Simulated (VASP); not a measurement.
Write the native input for VASP 6.6.1 that does the following.

- Task: relaxation of cell and atoms
- Functional: PBEsol
- Potentials or basis: VASP PAW PBE potentials, release 64 (Tl_d)
- Cutoff: 500 eV
- k mesh: 2 × 3 × 1, shifted
- Occupations: methfessel-paxton, width 0.078 eV
- Spin: no spin polarisation
- Target pressure: -3 GPa
- Dipole correction: no
- Mended: yes
- Further INCAR settings: ALGO = Normal; EDIFF = 1e-07; ISYM = -1; IBRION = 2; EDIFFG = -0.02; NSW = 50; ISIF = 3

The structure of Tl lies in POSCAR:

```
Tl
1.0
   -1.9410000000      1.9410000000      1.9410000000
    1.9410000000     -1.9410000000      1.9410000000
    1.9410000000      1.9410000000     -1.9410000000
Tl
1
Direct
    0.0000000000      0.0000000000      0.0000000000
```

This isn't the form of Tl at room conditions, which is hcp.

The input as run:

INCAR

```
PREC = Accurate ; ENCUT = 500
EDIFF = 1E-7 ; ISMEAR = 1
SIGMA = 0.078 ; LREAL = F
LASPH = T ; NELM = 120
ALGO = Normal ; ISIF = 3
LWAVE = F ; LCHARG = F
GGA = PS ; IBRION = 2
NSW = 50 ; EDIFFG = -0.02
ISYM = -1 ; PSTRESS = -30.0
GGA_COMPAT = F ; NELMIN = 4
```

KPOINTS

```
explicit points
3
Reciprocal
  0.25000000   0.16666667   0.50000000 2
  0.25000000   0.50000000   0.50000000 2
  0.25000000   0.83333333   0.50000000 2
```

Potentials or basis: VASP PAW PBE potentials, release 64 (Tl_d).

Launch:

```console
$ cat potpaw_PBE.64/Tl_d/POTCAR > POTCAR
$ mpirun -np 1 vasp_std > vasp.out
```

Results of the run:

```
Relaxed volume                                             : 26.03 Å³/atom
Relaxed cell                                               : a = 2.659 Å, b = 3.184 Å, c = 4.769 Å, α = 131.08°, β = 100.10°, γ = 104.63°
Space group after relaxing (to 0.1 Å)                      : P-1 (No. 2)
Energy change on relaxing (the run minimises the enthalpy) : -3304.0 meV/atom
Ionic steps                                                : 21
Pressure after relaxing                                    : -3.0 GPa
Band gap on the k mesh                                     : zero (an odd number of electrons rules out a gap without spin polarisation)
```

Caveat: the cell is relaxed towards a set pressure, so the run minimises the enthalpy, not the energy; a cell axis changed by over 15 % at a fixed basis, so the end point is rough; the PAW data sets were made with another functional, which shifts forces and pressure a little; spin-orbit coupling is left out, which moves the levels of the heavy elements.

Wall time 57 s on 1 thread of AMD EPYC 7R43 64-Core Processor (Zen 3), on a shared host, peak memory 0.12 GiB.
